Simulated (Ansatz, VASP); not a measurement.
One calculation of AgBr, two programs

The input INCAR:

```
SYSTEM = AgBr
ALGO = Normal
EDIFF = 1E-8
ENCUT = 400
GGA = CA
GGA_COMPAT = .False.
ISIF = 2
ISMEAR = -1
LASPH = .True.
LCHARG = .False.
LEFG = .True.
LREAL = .False.
LWAVE = .False.
NBANDS = 16
NELM = 120
PREC = Accurate
SIGMA = 0.03
```

KPOINTS

```
k-points
0
Gamma
  7 7 7
  0 0 0
```

The input POSCAR:

```
AgBr
1.0
    0.0000000000      2.8666799533      2.8666799533
    2.8666799533      0.0000000000      2.8666799533
    2.8666799533      2.8666799533      0.0000000000
Ag Br
1 1
Direct
    0.5000000000      0.5000000000      0.5000000000
    0.0000000000      0.0000000000      0.0000000000
```

Input for Ansatz:

```yaml
crystal:
  lattice:
    - [0.0, 2.8666799533, 2.8666799533]
    - [2.8666799533, 0.0, 2.8666799533]
    - [2.8666799533, 2.8666799533, 0.0]
  atoms:
    - { symbol: Ag, position: [0.5, 0.5, 0.5] }
    - { symbol: Br, position: [0.0, 0.0, 0.0] }
kpoints:
  mp_grid: { grid: [7, 7, 7] }
scf:
  occupations: { method: fermi_dirac, width: 0.03 }
hamiltonian:
  xc: lda
  pseudopotentials: { kind: paw }
output:
  forces: true
  stress: true
  eigenvalues: true
  efg: { contact_densities: true }
```

Change from the starting cell: volume scaled by 0.98, PAW files.

Alike in both runs: task electric field gradients; functional LDA; k mesh 7 × 7 × 7; occupations fermi-dirac, width 0.03 eV; no spin polarisation.

|  | VASP | Ansatz |
| --- | --- | --- |
| version | VASP 6.6.1 | Ansatz 0.2.0 |
| potentials or method | VASP PAW LDA potentials, release 64 (Ag, Br) | PAW with Ansatz's default frozen-core files, scalar-relativistic |
| plane-wave cutoff (eV) | 400 | 420 |
| valence electrons in the cell | 18 | 26 |

```tsv
	VASP	Ansatz	Ansatz less VASP
pressure (GPa)	-4.2	-4.1	+0.13
```

LDA's correlation is that of Perdew and Zunger in VASP and of Perdew and Wang (1992) in Ansatz. VASP's potentials hold 18 valence electrons a cell and Ansatz's 26, so a difference there can come from the potentials and not from the codes.
